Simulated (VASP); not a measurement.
A run of VASP 6.6.1 is set up as follows.

INCAR

```
SYSTEM = CoO
  ALGO = Normal
  EDIFF = 1E-6
  ENCUT = 600
  GGA = CA
  GGA_COMPAT = .FALSE.
  ISIF = 2
  ISMEAR = 0
  ISPIN = 2
  LASPH = .TRUE.
  LCHARG = .TRUE.
  LDAU = .TRUE.
  LDAUJ = 0.9 0
  LDAUL = 2 -1
  LDAUPRINT = 1
  LDAUTYPE = 1
  LDAUU = 2 0
  LELF = .TRUE.
  LMAXMIX = 4
  LORBIT = 11
  LREAL = .FALSE.
  LVHAR = .TRUE.
  LWAVE = .FALSE.
  MAGMOM = 0 0 0 0
  NBANDS = 27
  NELM = 200
  NUPDOWN = 0.0
  PREC = Accurate
  SIGMA = 0.05
```

KPOINTS

```
k-points
0
G
  7 7 7
  0 0 0
```

POSCAR

```
CoO
1.0
    0.0000000000      2.3436418400      2.3436418400
    2.3436418400      0.0000000000      2.3436418400
    4.6872836800      4.6872836800      0.0000000000
Co O
2 2
Direct
    0.0000000000      0.0000000000      0.0000000000
    0.0000000000      0.0000000000      0.5000000000
    0.2500000000      0.2500000000      0.1250000000
    0.2500000000      0.2500000000      0.6250000000
```

Potentials or basis: VASP PAW LDA potentials, release 64 (Co, O).

The run is started by

```bash
$ cat potpaw_LDA.64/Co/POTCAR potpaw_LDA.64/O/POTCAR > POTCAR
$ mpirun -np 1 vasp_std > vasp.out
```

Estimate the pressure.

-36.1 GPa.

Eigenvalues of the final occupation matrices:
| site | spin | trace | eigenvalues |
| --- | --- | --- | --- |
| site 1 d | 1 | 3.66 | 0.64 0.64 0.65 0.86 0.86 |
| site 1 d | 2 | 3.66 | 0.64 0.64 0.64 0.86 0.86 |
| site 2 d | 1 | 3.66 | 0.64 0.64 0.65 0.86 0.86 |
| site 2 d | 2 | 3.66 | 0.64 0.64 0.64 0.86 0.86 |

Caveat: the cell stands under tension; the total moment is fixed, so each spin has its own Fermi level.
